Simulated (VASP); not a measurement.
Write the native input for VASP 6.6.1 that does the following.

```
Task                                : relaxation of the atoms
Functional                          : PBE
Potentials or basis                 : VASP PAW PBE potentials, release 64 (Ti_sv, H)
Cutoff                              : 450 eV
k mesh                              : 7 × 6 × 1
Occupations                         : gaussian, width 0.1 eV
Spin                                : no spin polarisation
Dipole correction                   : yes
Atoms held fixed (from 0)           : [0, 1, 2, 3, 4, 5, 6, 7, 8]
Further INCAR settings              : ALGO = Normal; EDIFF = 1e-07; NELMDL = -8; IBRION = 2; EDIFFG = -0.025; NSW = 36
Atoms held along some axes (from 0) : atom 9 along a and b
```

The structure of Ti9H lies in POSCAR:

```
Ti9H
1.0
    4.5793473381      0.0000000000      0.0000000000
   -2.2896736690      4.8731803173      0.0000000000
    0.0000000000      0.0000000000     20.8008028311
Ti H
9 1
Selective dynamics
Direct
    0.5259511637      0.0519023274      0.1923002700  F F F
    0.8311413964      0.6622827928      0.2107665519  F F F
    0.1363316291      0.2726632583      0.2292328340  F F F
    0.3570925601      0.7141851202      0.3030979621  F F F
    0.6640847992      0.3281368264      0.3193552711  F F F
    0.9697449144      0.9393324533      0.3378269322  F F F
    0.1905287611      0.3816414126      0.4115069858  F F F
    0.5011079414      0.0025593214      0.4254608482  F F F
    0.8026484359      0.6055378280      0.4471367238  F F F
    1.3026484359      0.6055378280      0.4798948655  F F T
```

These files were run (other wordings do the same):

INCAR

```
SYSTEM = Ti9H
PREC = Accurate
ENCUT = 450
EDIFF = 1E-7
ISMEAR = 0
SIGMA = 0.1
LREAL = .FALSE.
LASPH = .TRUE.
NELM = 120
ALGO = Normal
ISIF = 2
LWAVE = .FALSE.
LCHARG = .FALSE.
LDIPOL = .TRUE.
IDIPOL = 3
DIPOL = 0.5 0.5 0.336
GGA = PE
IBRION = 2
NSW = 36
EDIFFG = -0.025
GGA_COMPAT = .FALSE.
NELMIN = 4
NELMDL = -8
KPAR = 4
```

KPOINTS

```
Automatic mesh
0
G
  7 6 1
  0 0 0
```

Potentials or basis: VASP PAW PBE potentials, release 64 (Ti_sv, H).

Launch:

```console
$ cat potpaw_PBE.64/Ti_sv/POTCAR potpaw_PBE.64/H/POTCAR > POTCAR
$ mpirun -np 4 vasp_std > vasp.out
```

Results of the run:

```
Energy gained by relaxing : 2.0 meV/atom
Ionic steps               : 3
Band gap on the k mesh    : zero (an odd number of electrons rules out a gap without spin polarisation)
```

Wall time 13 min on 4 MPI ranks on AMD EPYC 7R13 Processor (Zen 3) (shared host), peak memory 0.71 GiB a rank.
